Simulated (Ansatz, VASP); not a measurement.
Two plane-wave programs on CO

```
CELL_PARAMETERS angstrom
2.66866 0.00000 0.00000
-1.33433 2.31113 0.00000
0.00000 0.00000 4.00155
ATOMIC_POSITIONS crystal
C 0.66667 0.33333 0.00000
O 0.00000 0.00000 0.50000
```

Alike in both runs: task relaxation of cell and atoms; functional PBE; k mesh 6 × 6 × 4; occupations gaussian, width 0.1 eV; collinear spin.

|  | VASP | Ansatz |
| --- | --- | --- |
| version | VASP 6.6.1 | Ansatz 0.2.0 |
| potentials or method | VASP PAW PBE potentials, release 64 (C, O), cutoff 600 eV | scalar-relativistic, plane waves, PAW |
| valence electrons in the cell | 10 | 10 |

Ansatz gave:

| Property | Result |
| --- | --- |
| gap on the k mesh at the Fermi level, each at its own relaxed structure (eV) | none |
| net moment per atom (μB) | 0.00 |
| relaxed volume (Å³/atom) | 7.82 |
| relaxed cell length with the largest relative difference (Å) | 2.644 |

Q: What did VASP give for the same quantities?

A: gap on the k mesh at the Fermi level, each at its own relaxed structure (eV): none; net moment per atom (μB): 0.00; relaxed volume (Å³/atom): 7.79; relaxed cell length with the largest relative difference (Å): 2.638.

A gap of «none» marks a metal or a gap that the smearing closes. Ansatz's warnings: seeded moment not kept.

The k mesh is coarse, so the values compare programs but aren't converged. Noted on VASP's run: the volume moved by over 15 % at a fixed basis, so the end points are rough.
